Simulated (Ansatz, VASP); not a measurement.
Bi2Te3 in VASP and in Ansatz

File INCAR:

```
SYSTEM = Bi2Te3
ALGO = Normal
EDIFF = 1E-6
ENCUT = 520
GGA = PE
ISIF = 2
ISMEAR = -1
LASPH = .True.
LCHARG = .False.
LREAL = .False.
LWAVE = .False.
NBANDS = 32
NELM = 60
PREC = Accurate
SIGMA = 0.08
```

File KPOINTS:

```
k-points
0
Gamma
  7 7 7
  0 0 0
```

File POSCAR:

```
Bi2Te3
1.0
    2.1930005584      1.2661294627     10.0640133000
   -2.1930005584      1.2661294627     10.0640133000
    0.0000000000     -2.5322589254     10.0640133000
Bi Te
2 3
Direct
    0.4000000000      0.4000000000      0.4000000000
    0.6000000000      0.6000000000      0.6000000000
    0.0000000000      0.0000000000      0.0000000000
    0.2095000000      0.2095000000      0.2095000000
    0.7905000000      0.7905000000      0.7905000000
```

Input for Ansatz:

```yaml
crystal:
  lattice:
    - [2.1930005584, 1.2661294627, 10.0640133]
    - [-2.1930005584, 1.2661294627, 10.0640133]
    - [0.0, -2.5322589254, 10.0640133]
  atoms:
    - { symbol: Bi, position: [0.4, 0.4, 0.4] }
    - { symbol: Bi, position: [0.6, 0.6, 0.6] }
    - { symbol: Te, position: [0.0, 0.0, 0.0] }
    - { symbol: Te, position: [0.2095, 0.2095, 0.2095] }
    - { symbol: Te, position: [0.7905, 0.7905, 0.7905] }
kpoints:
  mp_grid: { grid: [7, 7, 7] }
  band_path:
    path:
      - [0.0, 0.0, 0.0]
      - [0.5, 0.5, 0.5]
      - [0.8227816301, 0.1772183699, 0.5]
      - [0.5, -0.1772183699, 0.1772183699]
      - [0.5, 0.0, 0.0]
      - [0.0, 0.0, 0.0]
      - [0.3386091849, -0.3386091849, 0.0]
      - [0.6613908151, 0.0, 0.3386091849]
      - [0.5, 0.0, 0.5]
    npoints: 5
scf:
  occupations: { method: fermi_dirac, width: 0.08 }
hamiltonian:
  xc: pbe
  pseudopotentials: { kind: all_electron, lapw: { basis_error: 0.001 } }
output:
  forces: true
  stress: true
  eigenvalues: true
```

Change from the starting cell: zz strain of -1 %.

Alike in both runs: task single point; functional PBE; k mesh 7 × 7 × 7; occupations fermi-dirac, width 0.08 eV; no spin polarisation.

|  | VASP | Ansatz |
| --- | --- | --- |
| version | VASP 6.6.1 | Ansatz 0.2.0 |
| potentials or method | VASP PAW PBE potentials, release 64 (Bi_d, Te), cutoff 520 eV | all-electron LAPW, scalar-relativistic |

|  | VASP | Ansatz | Ansatz less VASP |
| --- | --- | --- | --- |
| pressure (GPa) | 2.5 | 2.5 | +0.03 |
| traceless stress, the component that is largest in VASP (GPa) | 0.10 | 0.10 | 0.000 |
| rms of the force components (eV/Å) | 0.020 | 0.017 | -0.0038 |

Atom by atom the forces differ by 0.005 eV/Å (rms over components). Ansatz ran all-electron here, and VASP with PAW potentials.

Spin-orbit coupling is off throughout.
